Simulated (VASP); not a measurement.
Wanted: the native input for a VASP 6.6.1 run.

```yaml
Task: single point
Functional: PBE
Potentials_or_basis: VASP PAW PBE potentials, release 64 (Li_sv)
Cutoff: 520 eV
k_mesh: 16 × 16 × 16
Occupations: fermi-dirac, width 0.05 eV
Spin: no spin polarisation
Dipole_correction: no
Further_INCAR_settings: ALGO = Normal; EDIFF = 1e-06; NBANDS = 8
```

The structure of Li lies in POSCAR:

```
Li
1.0
    0.0000000000      2.1696950706      2.2680600000
    2.1696950706      0.0000000000      2.2680600000
    2.1696950706      2.1696950706      0.0000000000
Li
1
Direct
    0.0000000000      0.0000000000      0.0000000000
```

This cell differs from its parent crystal: z stretched by +3 % at fixed volume.

These files were run (other wordings do the same):

INCAR

```
PREC     = Accurate       # precision mode
ENCUT    = 520            # plane-wave cutoff, eV
EDIFF    = 1E-6           # SCF threshold, eV
ISMEAR   = -1             # smearing method
SIGMA    = 0.05           # smearing width, eV
LREAL    = F              # projectors in reciprocal space
LASPH    = T              # aspherical terms in the spheres
NELM     = 60             # most SCF steps
ALGO     = Normal         # electronic algorithm
ISIF     = 2              # what is computed and relaxed
LWAVE    = F              # write WAVECAR
LCHARG   = F              # write CHGCAR
GGA      = PE             # functional
NBANDS   = 8              # bands
```

KPOINTS

```
regular mesh
0
Gamma
  16 16 16
```

Potentials or basis: VASP PAW PBE potentials, release 64 (Li_sv).

Command:

```sh
$ cat potpaw_PBE.64/Li_sv/POTCAR > POTCAR
$ mpirun -np 1 vasp_std > vasp.out
```

Results of the run:

```
Band gap on the k mesh : zero (an odd number of electrons rules out a gap without spin polarisation)
```

Wall time 38 s on 1 thread of Intel Xeon 8259CL, with other jobs on the host, peak memory 0.17 GiB.
